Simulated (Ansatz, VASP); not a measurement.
# One calculation of Pt, two programs

```xyz
1
Lattice="0.0000 2.0068 1.8600 2.0068 0.0000 1.8600 2.0068 2.0068 0.0000" Properties=species:S:1:pos:R:3 pbc="T T T"
Pt    0.0000    0.0000    0.0000
```

Change from the starting cell: strain +0.025 along x and y, -0.050 along z, atoms carried along.

Alike in both runs: task single point; functional PBE; k mesh 20 × 20 × 20; occupations gaussian, width 0.15 eV; no spin polarisation.

```csv
,VASP,Ansatz
version,VASP 6.6.1,Ansatz 0.2.0
potentials or method,"VASP PAW PBE potentials, release 64 (Pt), cutoff 520 eV","scalar-relativistic, plane waves, PAW"
valence electrons in the cell,10,18
```

```csv
,VASP,Ansatz,Ansatz less VASP
gap on the k mesh at the Fermi level (eV),none,none,-
pressure (GPa),12.1,12.7,+0.55
"traceless stress, the component that is largest in VASP (GPa)",3.50,3.51,+0.018
```

A gap of «none» marks a metal or a gap that the smearing closes. VASP's potentials hold 10 valence electrons a cell and Ansatz's 18, so a difference there can come from the potentials and not from the codes.

Neither program's run includes spin-orbit coupling.
